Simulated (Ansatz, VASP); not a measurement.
## HfO2: VASP beside Ansatz

Contents of INCAR:

```
SYSTEM = HfO2
ALGO = Normal
EDIFF = 1E-8
ENCUT = 520
GGA = PE
ISIF = 2
ISMEAR = -1
LASPH = .TRUE.
LCHARG = .FALSE.
LEFG = .TRUE.
LREAL = .FALSE.
LWAVE = .FALSE.
NBANDS = 18
NELM = 60
PREC = Accurate
SIGMA = 0.01
```

Contents of KPOINTS:

```
k-points
0
G
  9 9 9
  0 0 0
```

The input POSCAR:

```
HfO2
1.0
    0.0000000000      2.5575000000      2.5319250000
    2.5575000000      0.0000000000      2.5319250000
    2.5575000000      2.5575000000      0.0000000000
Hf O
1 2
Direct
    0.0000000000      0.0000000000      0.0000000000
    0.2500000000      0.2500000000      0.2500000000
    0.7500000000      0.7500000000      0.7500000000
```

Input for Ansatz:

```yaml
crystal:
  lattice:
    - [0.0, 2.5575, 2.531925]
    - [2.5575, 0.0, 2.531925]
    - [2.5575, 2.5575, 0.0]
  atoms:
    - { symbol: Hf, position: [0.0, 0.0, 0.0] }
    - { symbol: O, position: [0.25, 0.25, 0.25] }
    - { symbol: O, position: [0.75, 0.75, 0.75] }
kpoints:
  mp_grid: { grid: [9, 9, 9] }
scf:
  occupations: { method: fermi_dirac, width: 0.01 }
hamiltonian:
  xc: pbe
  pseudopotentials: { kind: all_electron, datasets: crystal }
output:
  forces: true
  stress: true
  eigenvalues: true
  efg: { contact_densities: true }
```

Change from the starting cell: zz strain of -1 %, crystal datasets.

Alike in both runs: task electric field gradients; functional PBE; k mesh 9 × 9 × 9; occupations fermi-dirac, width 0.01 eV; no spin polarisation.

|  | VASP | Ansatz |
| --- | --- | --- |
| version | VASP 6.6.1 | Ansatz 0.2.0 |
| potentials or method | VASP PAW PBE potentials, release 64 (Hf_pv, O), cutoff 520 eV | all-electron PAW with datasets made for the crystal, scalar-relativistic |

Ansatz gave:

| Property | Result |
| --- | --- |
| gap on the k mesh at the Fermi level (eV) | 3.77 |
| pressure (GPa) | 0.0 |
| traceless stress, the component that is largest in VASP (GPa) | 3.02 |
| size of Vzz on the site where it differs most (V/Å²) | 12.0 |

Problem. What did VASP give for the same quantities?

Solution. gap on the k mesh at the Fermi level (eV): 3.77; pressure (GPa): -3.7; traceless stress, the component that is largest in VASP (GPa): 3.07; size of Vzz on the site where it differs most (V/Å²): 9.6.

Ansatz ran all-electron here, and VASP with PAW potentials.

Neither program's run includes spin-orbit coupling.
